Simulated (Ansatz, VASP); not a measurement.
**MnO in VASP and in Ansatz**

Contents of INCAR:

```
SYSTEM = MnO
  PREC = Accurate
  ENCUT = 520
  EDIFF = 1E-8
  ISMEAR = -1
  SIGMA = 0.05
  LREAL = .FALSE.
  LASPH = .TRUE.
  NELM = 150
  ALGO = Normal
  ISIF = 2
  LWAVE = .FALSE.
  LCHARG = .FALSE.
  ISPIN = 2
  MAGMOM = 4 0
  LORBIT = 11
  LMAXMIX = 4
  GGA = CA
  LEFG = .TRUE.
  NBANDS = 20
```

The input KPOINTS:

```
regular mesh
0
G
  16 16 16
  0 0 0
```

The input POSCAR:

```
MnO
1.0
    0.0000000000      2.1553400000      2.2220000000
    2.1553400000      0.0000000000      2.2220000000
    2.1553400000      2.1553400000      0.0000000000
Mn O
1 1
Direct
    0.0000000000      0.0000000000      0.0000000000
    0.5000000000      0.5000000000      0.5000000000
```

Input for Ansatz:

```yaml
crystal:
  lattice:
    - [0.0, 2.15534, 2.222]
    - [2.15534, 0.0, 2.222]
    - [2.15534, 2.15534, 0.0]
  atoms:
    - { symbol: Mn, position: [0.0, 0.0, 0.0], spin: 4.0 }
    - { symbol: O, position: [0.5, 0.5, 0.5] }
magnetization:
  spin_polarized: true
kpoints:
  mp_grid: { grid: [16, 16, 16] }
scf:
  occupations: { method: fermi_dirac, width: 0.05 }
hamiltonian:
  xc: lda
  pseudopotentials: { kind: all_electron, datasets: crystal }
output:
  forces: true
  stress: true
  eigenvalues: true
  efg: { contact_densities: true }
```

Change from the starting cell: equal xx and yy strain of -3 %, crystal datasets.

Alike in both runs: task electric field gradients; functional LDA; k mesh 16 × 16 × 16; occupations fermi-dirac, width 0.05 eV; collinear spin.

```csv
,VASP,Ansatz
version,VASP 6.6.1,Ansatz 0.2.0
potentials or method,"VASP PAW LDA potentials, release 64 (Mn_pv, O), cutoff 520 eV","all-electron PAW with datasets made for the crystal, scalar-relativistic"
```

VASP gave:

```
pressure (GPa)                                                : -12.2
traceless stress, the component that is largest in VASP (GPa) : 0.24
net moment per atom (μB)                                      : 2.16
size of the moment on the site where the two differ most (μB) : 3.95
size of Vzz on the site where it differs most (V/Å²)          : 8.3
```

Estimate Ansatz's values.

pressure (GPa): -11.0; traceless stress, the component that is largest in VASP (GPa): 0.46; net moment per atom (μB): 2.20; size of the moment on the site where the two differ most (μB): 3.72; size of Vzz on the site where it differs most (V/Å²): 6.5.

LDA's correlation is that of Perdew and Zunger in VASP and of Perdew and Wang (1992) in Ansatz. Site moments also hang on the region over which each program counts them. Ansatz ran all-electron here, and VASP with PAW potentials.
